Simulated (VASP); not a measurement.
Crystal: BaS.

```
Ba S
1.0
     5.38445    0.00000    0.00000
    -2.69222    4.66307    0.00000
     0.00000    0.00000    6.38170
Ba S
2 2
Direct
  0.33333 0.66667 0.25000
  0.66667 0.33333 0.75000
  0.66667 0.33333 0.25000
  0.33333 0.66667 0.75000
```

- Program: VASP 6.6.1
- Task: relaxation of cell and atoms
- Functional: PBEsol
- Potentials or basis: VASP PAW PBE potentials, release 64 (Ba_sv, S)
- Cutoff: 600 eV
- k mesh: 6 × 6 × 4
- Occupations: fermi-dirac, width 0.02 eV
- Spin: no spin polarisation

At the start: pressure -0.9 GPa; volume 40.06 Å³/atom.

**Question.** Where does the relaxation end?

**Answer.** Over 7 steps the energy falls by 3.3 meV/atom and the volume is 38.95 Å³/atom (-2.8 %); space group P6_3/mmc (No. 194, to 0.05 Å).

Step by step:
| step | energy change (eV) | largest force (eV/Å) | pressure (GPa) | volume (Å³) |
| --- | --- | --- | --- | --- |
| 1 | 0.0000 | 0.0000 | -0.93 | 160.23 |
| 2 | -0.0123 | 0.0000 | 0.23 | 154.90 |
| 3 | -0.0130 | 0.0000 | 0.00 | 155.89 |
| 4 | -0.0130 | 0.0000 | -0.02 | 155.98 |
| 5 | -0.0131 | 0.0000 | -0.02 | 155.93 |
| 6 | -0.0131 | 0.0000 | -0.02 | 155.91 |
| 7 | -0.0131 | 0.0000 | 0.01 | 155.80 |

Final structure:
```
CELL_PARAMETERS angstrom
5.33430 0.00000 0.00000
-2.66715 4.61964 0.00000
0.00000 0.00000 6.32259
ATOMIC_POSITIONS crystal
Ba 0.33333 0.66667 0.25000
Ba 0.66667 0.33333 0.75000
S 0.66667 0.33333 0.25000
S 0.33333 0.66667 0.75000
```

Caveat: the PAW data sets were made with another functional, which shifts forces and pressure a little.
